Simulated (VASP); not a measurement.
# Al (Fm-3m) in VASP: a series of runs, part 2 of 4

VASP 6.6.1.

## Step 3: Single point, PBEsol, non-collinear spin, zero start, spin-orbit coupling

INCAR reads:

```
PREC = Accurate
ENCUT = 520
EDIFF = 1E-7
ISMEAR = -1
SIGMA = 0.1
LREAL = F
LASPH = T
NELM = 150
ALGO = Normal
ISIF = 2
LWAVE = F
LCHARG = F
LNONCOLLINEAR = T
MAGMOM = 0 0 0
LORBIT = 11
LSORBIT = T
GGA_COMPAT = F
LORBMOM = T
GGA = PS
NBANDS = 14
```

KPOINTS reads:

```
Automatic mesh
0
Gamma
  16 16 16
```

POSCAR reads:

```
Al
1.0
    0.0000000000      2.0073479706      2.0073479706
    2.0073479706      0.0000000000      2.0073479706
    2.0073479706      2.0073479706      0.0000000000
Al
1
Direct
    0.0000000000      0.0000000000      0.0000000000
```

Potentials or basis: VASP PAW PBE potentials, release 64 (Al).

Command:

```bash
> cat potpaw_PBE.64/Al/POTCAR > POTCAR
> mpirun -np 1 vasp_ncl > vasp.out
```

OUTCAR:

```text
PREC = Accurate
   ENCUT = 520
   EDIFF = 1E-7
   ISMEAR = -1
   LREAL = F
   LASPH = T
   NELM = 150
   ISIF = 2
   LNONCOLLINEAR = T
   LORBIT = 11
   LSORBIT = T
   GGA = PS

 ion  position               nearest neighbor table
   1  0.000  0.000  0.000-

  LATTYP: Found a face centered cubic cell.
 ALAT       =     4.0146959412

  Lattice vectors:

 A1 = (   0.0000000000,   2.0073479706,   2.0073479706)
 A2 = (   2.0073479706,   0.0000000000,   2.0073479706)
 A3 = (   2.0073479706,   2.0073479706,   0.0000000000)

Analysis of symmetry for initial positions (statically):
=====================================================================
 Subroutine PRICEL returns:
 Original cell was already a primitive cell.

 Routine SETGRP: Setting up the symmetry group for a
 face centered cubic supercell.

 Subroutine GETGRP returns: Found 48 space group operations
 (whereof 48 operations were pure point group operations)
 out of a pool of 48 trial point group operations.

The static configuration has the point symmetry O_h .

Analysis of symmetry for dynamics (positions and initial velocities):
=====================================================================
 Subroutine PRICEL returns:
 Original cell was already a primitive cell.

 Routine SETGRP: Setting up the symmetry group for a
 face centered cubic supercell.

 Subroutine GETGRP returns: Found 48 space group operations
 (whereof 48 operations were pure point group operations)
 out of a pool of 48 trial point group operations.

The dynamic configuration has the point symmetry O_h .

Analysis of structural, dynamic, and magnetic symmetry:
=====================================================================
 Subroutine PRICEL returns:
 Original cell was already a primitive cell.

 Routine SETGRP: Setting up the symmetry group for a
 face centered cubic supercell.

 Subroutine GETGRP returns: Found 48 space group operations
 (whereof 48 operations were pure point group operations)
 out of a pool of 48 trial point group operations.

The overall configuration has the point symmetry O_h .

 Subroutine INISYM returns: Found 48 space group operations
 (whereof 48 operations are pure point group operations),
 and found     1 'primitive' translations

----------------------------------------------------------------------------------------

                                     Primitive cell

  volume of cell :      16.1770

  direct lattice vectors                    reciprocal lattice vectors
     0.000000000  2.007347971  2.007347971    -0.249084866  0.249084866  0.249084866
     2.007347971  0.000000000  2.007347971     0.249084866 -0.249084866  0.249084866
     2.007347971  2.007347971  0.000000000     0.249084866  0.249084866 -0.249084866

  length of vectors
     2.838818724  2.838818724  2.838818724     0.431427643  0.431427643  0.431427643

  position of ions in fractional coordinates (direct lattice)
     0.000000000  0.000000000  0.000000000

  ion indices of the primitive-cell ions
   primitive index   ion index
                 1           1

[... 108 lines left out ...]
 number of electron       3.0000000 magnetization       0.0000000      0.0000000      0.0000000

 number of electron       3.0000000 magnetization       0.0000000      0.0000000     -0.0000000

 number of electron       3.0000000 magnetization      -0.0000000     -0.0000000      0.0000000

 Free energy of the ion-electron system (eV)
  ---------------------------------------------------
  ext. energy  EPLUGINS =         0.00000000
  ---------------------------------------------------
  free energy    TOTEN  =        -4.10284498 eV

  energy without entropy =       -4.09179243  energy(sigma->0) =       -4.09731870

 E-fermi :   8.1879     XC(G=0): -10.3292

 val. band max:        8.1523943296   @ k =  -0.2500   0.3125   0.1250
 cond. band min:       8.2749985583   @ k =   0.4375   0.4375   0.0000
 fundamental gap:      0.1226042287
 Fermi energy:         8.1878618420

 k-point     1 :       0.0000    0.0000    0.0000
  band No.  band energies     occupation
      1      -3.1099      1.00000
      2      -3.1099      1.00000
      3      20.8615      0.00000
      4      20.8615      0.00000
      5      20.8615      0.00000
      6      20.8615      0.00000
      7      20.8615      0.00000
      8      20.8615      0.00000
      9      22.4600      0.00000
     10      22.4600      0.00000
     11      22.5256      0.00000
     12      22.5256      0.00000
     13      22.5256      0.00000
     14      22.5256      0.00000
[... 377 lines left out ...]
      1      -2.8233      1.00000
      2      -2.8233      1.00000
      3      18.0030      0.00000
      4      18.0030      0.00000
      5      18.7788      0.00000
      6      18.7788      0.00000
      7      21.1404      0.00000
      8      21.1404      0.00000
      9      22.6836      0.00000
     10      22.6836      0.00000
     11      23.5103      0.00000
     12      23.5103      0.00000
     13      24.1324      0.00000
     14      24.1324      0.00000

 [... further k-points ...]

------------------------ aborting loop because EDIFF is reached ----------------------------------------

  FORCE on cell =-STRESS in cart. coord.  units (eV):
  Direction    XX          YY          ZZ          XY          YZ          ZX
  --------------------------------------------------------------------------------------
  -------------------------------------------------------------------------------------
  Total        0.0105621      0.0105621      0.0105621      0.0000000      0.0000000     -0.0000000
  in kB        1.0460705      1.0460705      1.0460705      0.0000000      0.0000000     -0.0000000
  external PRESSURE =       1.0460705 kB  Pullay stress =       0.0000000 kB

 VOLUME and BASIS-vectors are now :
 -----------------------------------------------------------------------------
  energy-cutoff  :      520.00
  volume of cell :       16.18
      direct lattice vectors                 reciprocal lattice vectors
     0.000000000  2.007347971  2.007347971    -0.249084866  0.249084866  0.249084866
     2.007347971  0.000000000  2.007347971     0.249084866 -0.249084866  0.249084866
     2.007347971  2.007347971  0.000000000     0.249084866  0.249084866 -0.249084866

 POSITION                                       TOTAL-FORCE (eV/Angst)
 -----------------------------------------------------------------------------------
      0.00000      0.00000      0.00000         0.000000      0.000000     -0.000000
 -----------------------------------------------------------------------------------
    total drift:                               -0.000000     -0.000000     -0.000000

  FREE ENERGIE OF THE ION-ELECTRON SYSTEM (eV)
  ---------------------------------------------------
  free  energy   TOTEN  =        -4.1028449764 eV

  energy  without entropy=       -4.0917924328  energy(sigma->0) =       -4.09731870

 orbital moment (x)

 # of ion     p       tot
 --------------------------------
  1         0.000   0.000
 --------------------------------
            0.000   0.000

 orbital moment (y)

 # of ion     p       tot
 --------------------------------
  1         0.000   0.000
 --------------------------------
            0.000   0.000

 orbital moment (z)

 # of ion     p       tot
 --------------------------------
  1         0.000   0.000
 --------------------------------
            0.000   0.000

 Spin-Orbit-Coupling matrix elements

 Ion:    1  E_soc:     -0.0001108
 l=   1
     0.0000000    -0.0000185    -0.0000185
    -0.0000185     0.0000000    -0.0000185
    -0.0000185    -0.0000185     0.0000000
 l=   2
     0.0000000     0.0000000     0.0000000     0.0000000     0.0000000
     0.0000000     0.0000000     0.0000000     0.0000000     0.0000000
     0.0000000     0.0000000     0.0000000     0.0000000     0.0000000
     0.0000000     0.0000000     0.0000000     0.0000000     0.0000000
     0.0000000     0.0000000     0.0000000     0.0000000     0.0000000
 l=   3
     0.0000000     0.0000000     0.0000000     0.0000000     0.0000000     0.0000000     0.0000000
     0.0000000     0.0000000     0.0000000     0.0000000     0.0000000     0.0000000     0.0000000
     0.0000000     0.0000000     0.0000000     0.0000000     0.0000000     0.0000000     0.0000000
     0.0000000     0.0000000     0.0000000     0.0000000     0.0000000     0.0000000     0.0000000
     0.0000000     0.0000000     0.0000000     0.0000000     0.0000000     0.0000000     0.0000000
     0.0000000     0.0000000     0.0000000     0.0000000     0.0000000     0.0000000     0.0000000
     0.0000000     0.0000000     0.0000000     0.0000000     0.0000000     0.0000000     0.0000000

 total charge

# of ion       s       p       d       tot
------------------------------------------
    1        0.429   0.346   0.000   0.775

 magnetization (x)

# of ion       s       p       d       tot
------------------------------------------
    1       -0.000  -0.000   0.000  -0.000

 magnetization (y)

# of ion       s       p       d       tot
------------------------------------------
    1        0.000  -0.000   0.000   0.000

 magnetization (z)

# of ion       s       p       d       tot
------------------------------------------
    1        0.000  -0.000   0.000  -0.000
```

OSZICAR:

```text
N       E                     dE             d eps       ncg     rms          rms(c)
DAV:   1     0.285459841173E+00    0.28546E+00   -0.10411E+03  4068   0.314E+02
DAV:   2    -0.402884890585E+01   -0.43143E+01   -0.41537E+01  5338   0.546E+01
DAV:   3    -0.413112835323E+01   -0.10228E+00   -0.10192E+00  5582   0.576E+00
DAV:   4    -0.413161913560E+01   -0.49078E-03   -0.49075E-03  4992   0.477E-01
DAV:   5    -0.413162419033E+01   -0.50547E-05   -0.50553E-05  5362   0.461E-02    0.143E+00
DAV:   6    -0.411445732008E+01    0.17167E-01   -0.18140E-03  4878   0.219E-01    0.813E-01
DAV:   7    -0.410285845711E+01    0.11599E-01   -0.49984E-03  4714   0.350E-01    0.166E-01
DAV:   8    -0.410284609835E+01    0.12359E-04   -0.45562E-05  5284   0.468E-02    0.199E-02
DAV:   9    -0.410284552411E+01    0.57423E-06   -0.65692E-07  5108   0.469E-03    0.742E-03
DAV:  10    -0.410284533397E+01    0.19014E-06   -0.98558E-09  4304   0.589E-04    0.117E-03
DAV:  11    -0.410284497129E+01    0.36268E-06   -0.30332E-09  3098   0.363E-04    0.359E-04
DAV:  12    -0.410284497638E+01   -0.50900E-08   -0.30186E-10  2744   0.137E-04
   1 F= -.41028450E+01 E0= -.40973187E+01  d E =-.110525E-01  mag=     0.0000     0.0000    -0.0000
```

It took 74 s on 1 thread of Intel Xeon Platinum 8259CL at 2.50GHz (Skylake/Cascade Lake), shared host; peak memory 0.21 GiB.

What came out:

- Free energy: -4.1028 eV
- Pressure: 0.1 GPa
- Net moment: 0.00 μB per cell
- Valence electrons inside the program's atomic spheres: Al 0.78

Moments on the atoms (μB; x, y, z):
```
Al  0.00 0.00 0.00
```

Caveat: the PAW data sets were made with another functional, which shifts forces and pressure a little.

[end of part 2 of 4]
